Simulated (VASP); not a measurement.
Input of a VASP 6.6.1 run:

File POSCAR:

```
Bi
1.0
    5.8548502158      0.0000000000      0.0000000000
   -2.9274251079      5.0704490223      0.0000000000
    0.0000000000      0.0000000000      3.4408104859
Bi
3
Direct
    0.0000000000      1.0000000000      0.0000000000
    0.3333333333      0.6666666667      0.5000000000
    0.6666666667      0.3333333333      0.5000000000
```

The input INCAR.step1:

```
SYSTEM = Bi
PREC = Accurate
ENCUT = 550
ISMEAR = -1
SIGMA = 0.1
LREAL = .FALSE.
LASPH = .TRUE.
NELM = 120
NBANDS = 30
GGA = PE
ALGO = Normal
EDIFF = 1E-5
LWAVE = .TRUE.
LCHARG = .FALSE.
GGA_COMPAT = .FALSE.
```

The input INCAR.step2:

```
SYSTEM = Bi
PREC = Accurate
ENCUT = 550
EDIFF = 1E-6
ISMEAR = -1
SIGMA = 0.1
LREAL = .FALSE.
LASPH = .TRUE.
NELM = 120
ALGO = Normal
ISIF = 2
LWAVE = .FALSE.
LCHARG = .TRUE.
METAGGA = R2SCAN
LMIXTAU = .TRUE.
LELF = .TRUE.
LVHAR = .TRUE.
NBANDS = 30
ISTART = 1
GGA_COMPAT = .FALSE.
```

KPOINTS

```
regular mesh
0
G
  7 7 11
  0 0 0
```

Potentials or basis: VASP PAW PBE potentials, release 64 (Bi_d).

The run is started by

```sh
$ cat potpaw_PBE.64/Bi_d/POTCAR > POTCAR
$ cp INCAR.step1 INCAR
$ mpirun -np 1 vasp_std > vasp.out
$ cp INCAR.step2 INCAR
$ mpirun -np 1 vasp_std > vasp.out
```

Question: What does it give for the pressure?

Answer: -3.4 GPa.

Question: Predict the band gap on the k mesh.

Answer: Zero (an odd number of electrons rules out a gap without spin polarisation).

Stress tensor (GPa, compression positive):
```
-3.50  0.00  0.00
 0.00 -3.50  0.00
 0.00  0.00 -3.13
```

Caveat: the cell stands under tension; the PAW data sets were made with another functional, which shifts forces and pressure a little; spin-orbit coupling is left out, which moves the levels of the heavy elements.
